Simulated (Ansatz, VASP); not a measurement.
TaBe3Al in VASP and in Ansatz

Contents of INCAR:

```
SYSTEM = TaBe3Al
PREC = Accurate ; ENCUT = 600
EDIFF = 1E-7 ; ISMEAR = 0
SIGMA = 0.1 ; LREAL = .FALSE.
LASPH = .TRUE. ; NELM = 80
ALGO = Normal ; ISIF = 3
LWAVE = .FALSE. ; LCHARG = .FALSE.
GGA = PE ; IBRION = 2
NSW = 90 ; EDIFFG = -0.04
```

KPOINTS

```
regular mesh
0
G
  6 6 6
  0 0 0
```

The input POSCAR:

```
TaBe3Al
1.0
    3.7235154039      0.0000000000      0.0000000000
    0.0000000000      3.7235154039      0.0000000000
    0.0000000000      0.0000000000      3.7235154039
Ta Be Al
1 3 1
Direct
    0.5000000000      0.5000000000      0.5000000000
    0.0000000000      0.5000000000      0.5000000000
    0.5000000000      0.0000000000      0.5000000000
    0.5000000000      0.5000000000      0.0000000000
    0.0000000000      0.0000000000      0.0000000000
```

Input for Ansatz:

```yaml
crystal:
  lattice:
    - [3.7235154039, 0.0, 0.0]
    - [0.0, 3.7235154039, 0.0]
    - [0.0, 0.0, 3.7235154039]
  atoms:
    - { symbol: Ta, position: [0.5, 0.5, 0.5] }
    - { symbol: Be, position: [0.0, 0.5, 0.5] }
    - { symbol: Be, position: [0.5, 0.0, 0.5] }
    - { symbol: Be, position: [0.5, 0.5, 0.0] }
    - { symbol: Al, position: [0.0, 0.0, 0.0] }
basis:
  ecutwfc: 420
kpoints:
  mp_grid: { grid: [6, 6, 6] }
hamiltonian:
  xc: pbe
scf:
  occupations: { method: gaussian, width: 0.1 }
  lower_state_search: "off"
output:
  forces: true
  stress: true
  eigenvalues: true
relax:
  adjacent_minimum: "off"
  f_tol: 0.04
  max_steps: 70
  cell: { stress_tol: 0.4 }
```

Alike in both runs: task relaxation of cell and atoms; functional PBE; k mesh 6 × 6 × 6; occupations gaussian, width 0.1 eV; no spin polarisation.

|  | VASP | Ansatz |
| --- | --- | --- |
| version | VASP 6.6.1 | Ansatz 0.2.0 |
| potentials or method | VASP PAW PBE potentials, release 64 (Ta_pv, Be, Al), cutoff 600 eV | scalar-relativistic, plane waves, PAW |
| valence electrons in the cell | 20 | 22 |

VASP gave:

- gap on the k mesh at the Fermi level, each at its own relaxed structure (eV): none
- relaxed volume (Å³/atom): 17.58
- relaxed cell length with the largest relative difference (Å): 4.446

Problem. Which values does Ansatz return?

Solution. gap on the k mesh at the Fermi level, each at its own relaxed structure (eV): none; relaxed volume (Å³/atom): 17.51; relaxed cell length with the largest relative difference (Å): 4.441.

A gap of «none» marks a metal or a gap that the smearing closes. VASP's potentials hold 20 valence electrons a cell and Ansatz's 22, so a difference there can come from the potentials and not from the codes.

Spin-orbit coupling is off throughout. Noted on VASP's run: the volume moved by over 15 % at a fixed basis, so the end points are rough.
